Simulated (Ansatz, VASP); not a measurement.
# TePb in VASP and in Ansatz

```
CELL_PARAMETERS angstrom
0.00000 3.26791 3.26791
3.26791 0.00000 3.26791
3.26791 3.26791 0.00000
ATOMIC_POSITIONS crystal
Te 0.50000 0.50000 0.50000
Pb 0.00000 0.00000 0.00000
```

Alike in both runs: functional r2SCAN; k mesh 10 × 10 × 10; occupations fermi-dirac, width 0.08 eV; no spin polarisation.

Ansatz relaxed the structure, and its values are those at the end. VASP's run is a single point on that final structure, the one shown.

|  | VASP | Ansatz |
| --- | --- | --- |
| version | VASP 6.6.1 | Ansatz 0.2.0 |
| potentials or method | VASP PAW PBE potentials, release 64 (Te, Pb_d) | PAW with Ansatz's default frozen-core files, scalar-relativistic |
| plane-wave cutoff (eV) | 520 | 500 |
| valence electrons in the cell | 20 | 30 |

|  | VASP | Ansatz | Ansatz less VASP |
| --- | --- | --- | --- |
| pressure (GPa) | 0.0 | 0.0 | +0.01 |

VASP's potentials were made for PBE, not for r2SCAN. VASP's potentials hold 20 valence electrons a cell and Ansatz's 30, so a difference there can come from the potentials and not from the codes.

Spin-orbit coupling is off throughout.
